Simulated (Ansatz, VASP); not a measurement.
**Ge in VASP and in Ansatz**

```
CELL_PARAMETERS angstrom
3.87688 0.00000 0.00000
-1.93844 3.35747 0.00000
0.00000 0.00000 4.24524
ATOMIC_POSITIONS crystal
Ge 0.00000 0.50000 0.33333
Ge 0.50000 0.50000 0.66667
Ge 0.50000 0.00000 0.00000
```

Alike in both runs: task relaxation of cell and atoms; functional PBE; k mesh 6 × 6 × 4; occupations gaussian, width 0.1 eV; no spin polarisation.

|  | VASP | Ansatz |
| --- | --- | --- |
| version | VASP 6.6.1 | Ansatz 0.2.0 |
| potentials or method | VASP PAW PBE potentials, release 64 (Ge_d), cutoff 600 eV | scalar-relativistic, plane waves, PAW |
| valence electrons in the cell | 42 | 42 |

VASP gave:

```
gap on the k mesh at the Fermi level, each at its own relaxed structure (eV) : none
relaxed volume (Å³/atom)                                                     : 21.78
relaxed cell length with the largest relative difference (Å)                 : 4.137
```

Question: Which values does Ansatz return?

Answer: gap on the k mesh at the Fermi level, each at its own relaxed structure (eV): none; relaxed volume (Å³/atom): 21.66; relaxed cell length with the largest relative difference (Å): 4.129.

A gap of «none» marks a metal or a gap that the smearing closes.

The k mesh is coarse, so the values compare programs but aren't converged. Noted on VASP's run: the volume moved by over 15 % at a fixed basis, so the end points are rough.
